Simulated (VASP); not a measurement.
Write the native input for VASP 6.6.1 that does the following.

| Quantity | Value |
| --- | --- |
| Task | single point |
| Functional | LDA |
| Potentials or basis | VASP PAW LDA potentials, release 64 (Ca_sv, Mg) |
| Cutoff | 520 eV |
| k mesh | 12 × 12 × 12 |
| Occupations | gaussian, width 0.15 eV |
| Spin | no spin polarisation |
| Dipole correction | no |
| Further INCAR settings | ALGO = Fast; EDIFF = 1e-07; NBANDS = 13 |

The structure of CaMg lies in POSCAR:

```
CaMg
1.0
    3.9547284438      0.0000000000      0.0000000000
    0.0000000000      3.9547284438      0.0000000000
    0.0000000000      0.0000000000      3.9547284438
Ca Mg
1 1
Direct
    0.0085505821      0.0000000000      0.0000000000
    0.4859004225      0.5000000000      0.5000000000
```

This cell differs from its parent crystal: atoms displaced along a vibrational mode, the cell strained.

The input as run:

INCAR

```
PREC = Accurate
ENCUT = 520
EDIFF = 1E-7
ISMEAR = 0
SIGMA = 0.15
LREAL = False
LASPH = True
NELM = 60
ALGO = Fast
ISIF = 2
LWAVE = False
LCHARG = True
LELF = True
LVHAR = True
NBANDS = 13
```

KPOINTS

```
regular mesh
0
Gamma
  12 12 12
```

Potentials or basis: VASP PAW LDA potentials, release 64 (Ca_sv, Mg).

Launch:

```bash
$ cat potpaw_LDA.64/Ca_sv/POTCAR potpaw_LDA.64/Mg/POTCAR > POTCAR
$ mpirun -np 1 vasp_std > vasp.out
```

Results of the run:

* Pressure: -2.0 GPa
* Largest force: 0.185 eV/Å
* Band gap on the k mesh: zero (bands 6 and 7 overlap by 1.28 eV)

Caveat: the cell differs from its parent crystal (atoms displaced along a vibrational mode, the cell strained).

It took 87 s on 1 thread of Intel(R) Xeon(R) 6975P-C (Granite Rapids) (shared host), peak memory 0.29 GiB.
